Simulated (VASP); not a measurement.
# Li2Se (Fm-3m) in VASP: notebook, part 2 of 2

VASP 6.6.1.

## 3. Single point, r2SCAN (16.27 Å³/atom)

This run uses another cell than the first one, of 16.27 Å³/atom.

Contents of POSCAR:

```
Li2Se
1.0
    0.0000000000      2.9007693224      2.9007693224
    2.9007693224      0.0000000000      2.9007693224
    2.9007693224      2.9007693224      0.0000000000
Li Se
2 1
Direct
    0.2500000000      0.2500000000      0.2500000000
    0.7500000000      0.7500000000      0.7500000000
    0.0000000000      0.0000000000      0.0000000000
```

Contents of INCAR.step1:

```
PREC     = Accurate       # precision mode
ENCUT    = 830            # plane-wave cutoff, eV
ISMEAR   = 0              # smearing method
SIGMA    = 0.02           # smearing width, eV
LREAL    = False          # projectors in reciprocal space
LASPH    = True           # aspherical terms in the spheres
NELM     = 120            # most SCF steps
NBANDS   = 13             # bands
GGA      = PE             # functional
ALGO     = Normal         # electronic algorithm
EDIFF    = 1E-5           # SCF threshold, eV
LWAVE    = True           # write WAVECAR
LCHARG   = False          # write CHGCAR
GGA_COMPAT= False
```

Contents of INCAR.step2:

```
PREC     = Accurate       # precision mode
ENCUT    = 830            # plane-wave cutoff, eV
EDIFF    = 1E-6           # SCF threshold, eV
ISMEAR   = 0              # smearing method
SIGMA    = 0.02           # smearing width, eV
LREAL    = False          # projectors in reciprocal space
LASPH    = True           # aspherical terms in the spheres
NELM     = 120            # most SCF steps
ALGO     = Normal         # electronic algorithm
ISIF     = 2              # what is computed and relaxed
LWAVE    = False          # write WAVECAR
LCHARG   = False          # write CHGCAR
METAGGA  = R2SCAN         # meta-GGA
LMIXTAU  = True         
NBANDS   = 13             # bands
ISTART   = 1            
GGA_COMPAT= False
```

Contents of KPOINTS:

```
Automatic mesh
0
Gamma
  8 8 8
```

Potentials or basis: VASP PAW PBE potentials, release 64 (Li_sv, Se).

Launch:

```sh
$ cat potpaw_PBE.64/Li_sv/POTCAR potpaw_PBE.64/Se/POTCAR > POTCAR
$ cp INCAR.step1 INCAR
$ mpirun -np 1 vasp_std > vasp.out
$ cp INCAR.step2 INCAR
$ mpirun -np 1 vasp_std > vasp.out
```

Wall time 4.4 min (1 thread of Intel Xeon 8259CL, shared host); peak memory 0.27 GiB.

Results (log left out):

| Item | Value |
| --- | --- |
| Free energy | -23.3874 eV |
| Pressure | 3.8 GPa |
| Band gap on the k mesh | 3.37 eV (least direct gap 4.63 eV) |

Levels at points of the mesh, in eV from the valence-band top:
```tsv
k point	band 3	band 4	band 5	band 6	band 7	band 8	band 9	band 10
(0.00, 0.00, 0.00)	-12.07	0.00	0.00	0.00	4.63	6.35	6.35	6.35
(0.50, 0.00, 0.00)	-11.61	-3.26	-0.61	-0.61	6.41	6.64	6.64	9.08
(0.50, 0.50, 0.00)	-11.47	-2.50	-1.66	-1.66	3.37	7.25	12.06	12.06
```

Caveat: the cell stands under pressure; the PAW data sets were made with another functional, which shifts forces and pressure a little. A k mesh can miss the band edges.

## 4. Single point, r2SCAN (16.81 Å³/atom)

This run uses another cell than the first one, of 16.81 Å³/atom.

Contents of POSCAR:

```
Li2Se
1.0
    0.0000000000      2.9323018941      2.9323018941
    2.9323018941      0.0000000000      2.9323018941
    2.9323018941      2.9323018941      0.0000000000
Li Se
2 1
Direct
    0.2500000000      0.2500000000      0.2500000000
    0.7500000000      0.7500000000      0.7500000000
    0.0000000000      0.0000000000      0.0000000000
```

Contents of INCAR.step1:

```
  PREC = Accurate
  ENCUT = 830
  ISMEAR = 0
  SIGMA = 0.02
  LREAL = False
  LASPH = True
  NELM = 120
  NBANDS = 13
  GGA = PE
  ALGO = Normal
  EDIFF = 1E-5
  LWAVE = True
  LCHARG = False
  GGA_COMPAT = False
```

Contents of INCAR.step2:

```
  PREC = Accurate
  ENCUT = 830
  EDIFF = 1E-6
  ISMEAR = 0
  SIGMA = 0.02
  LREAL = False
  LASPH = True
  NELM = 120
  ALGO = Normal
  ISIF = 2
  LWAVE = False
  LCHARG = True
  METAGGA = R2SCAN
  LMIXTAU = True
  LELF = True
  LVHAR = True
  NBANDS = 13
  ISTART = 1
  GGA_COMPAT = False
```

Contents of KPOINTS:

```
regular mesh
0
Gamma
  8 8 8
```

Potentials or basis: VASP PAW PBE potentials, release 64 (Li_sv, Se).

Launch:

```sh
$ cat potpaw_PBE.64/Li_sv/POTCAR potpaw_PBE.64/Se/POTCAR > POTCAR
$ cp INCAR.step1 INCAR
$ mpirun -np 1 vasp_std > vasp.out
$ cp INCAR.step2 INCAR
$ mpirun -np 1 vasp_std > vasp.out
```

OUTCAR:

```text
PREC = Accurate
   ENCUT = 830
   EDIFF = 1E-6
   ISMEAR = 0
   LREAL = False
   LASPH = True
   NELM = 120
   ISIF = 2
   METAGGA = R2SCAN
   ISTART = 1

 ion  position               nearest neighbor table
   1  0.250  0.250  0.250-   3 2.54   3 2.54   3 2.54   3 2.54
   2  0.750  0.750  0.750-   3 2.54   3 2.54   3 2.54   3 2.54
   3  0.000  0.000  0.000-   2 2.54   2 2.54   2 2.54   1 2.54   2 2.54   1 2.54   1 2.54   1 2.54

[... 579 lines left out ...]

  FORCE on cell =-STRESS in cart. coord.  units (eV):
  Direction    XX          YY          ZZ          XY          YZ          ZX
  --------------------------------------------------------------------------------------
  -------------------------------------------------------------------------------------
  Total        0.7131456      0.7131456      0.7131456      0.0000000      0.0000000      0.0000000
  in kB       22.6585830     22.6585830     22.6585830      0.0000000      0.0000000      0.0000000
  external PRESSURE =      22.6585830 kB  Pullay stress =       0.0000000 kB

 VOLUME and BASIS-vectors are now :
 -----------------------------------------------------------------------------
  energy-cutoff  :      830.00
  volume of cell :       50.43
      direct lattice vectors                 reciprocal lattice vectors
     0.000000000  2.932301894  2.932301894    -0.170514503  0.170514503  0.170514503
     2.932301894  0.000000000  2.932301894     0.170514503 -0.170514503  0.170514503
     2.932301894  2.932301894  0.000000000     0.170514503  0.170514503 -0.170514503

 POSITION                                       TOTAL-FORCE (eV/Angst)
 -----------------------------------------------------------------------------------
      1.46615      1.46615      1.46615         0.000000      0.000000     -0.000000
      4.39845      4.39845      4.39845        -0.000000     -0.000000      0.000000
      0.00000      0.00000      0.00000         0.000000     -0.000000      0.000000
 -----------------------------------------------------------------------------------
    total drift:                                0.000000     -0.000000      0.000000

  FREE ENERGIE OF THE ION-ELECTRON SYSTEM (eV)
  ---------------------------------------------------
  free  energy   TOTEN  =       -23.4180848895 eV

  energy  without entropy=      -23.4180848895  energy(sigma->0) =      -23.41808489
```

OUTCAR.step1:

```text
PREC = Accurate
   ENCUT = 830
   ISMEAR = 0
   LREAL = False
   LASPH = True
[... 608 lines left out ...]
      1.46615      1.46615      1.46615         0.000000      0.000000      0.000000
      4.39845      4.39845      4.39845        -0.000000     -0.000000     -0.000000
      0.00000      0.00000      0.00000        -0.000000      0.000000     -0.000000
 -----------------------------------------------------------------------------------
    total drift:                                0.000000     -0.000000      0.000000

  FREE ENERGIE OF THE ION-ELECTRON SYSTEM (eV)
  ---------------------------------------------------
  free  energy   TOTEN  =       -11.1000877825 eV

  energy  without entropy=      -11.1000877825  energy(sigma->0) =      -11.10008778
```

Run time: 6.4 min. Hardware: 1 thread of Intel Xeon 8259CL, shared host; peak memory 0.28 GiB.

Results:

```
Free energy            : -23.4181 eV
Pressure               : 2.3 GPa
Band gap on the k mesh : 3.41 eV (least direct gap 4.47 eV)
```

Caveat: the PAW data sets were made with another functional, which shifts forces and pressure a little. r2SCAN opens gaps a little over a GGA but as a rule still falls short of measured ones.

## 5. Overview

```csv
cell,gap on the mesh (eV),pressure (GPa)
"a = 4.057 Å, angles 60.0°, 3 atoms",3.34,5.6
"a = 4.102 Å, angles 60.0°, 3 atoms",3.37,3.8
"a = 4.147 Å, angles 60.0°, 3 atoms",3.41,2.3
```

Alike in all rows: task single point; level r2SCAN; potentials or basis VASP PAW PBE potentials, release 64 (Li_sv, Se); no spin polarisation; k mesh 8 × 8 × 8; cutoff (eV) 830; smearing gaussian 0.02 eV.

Caveats: the PAW data sets were made with another functional, which shifts forces and pressure a little; the cell stands under pressure (at least some runs).

Absolute energies hang on the potentials; compare differences alone.
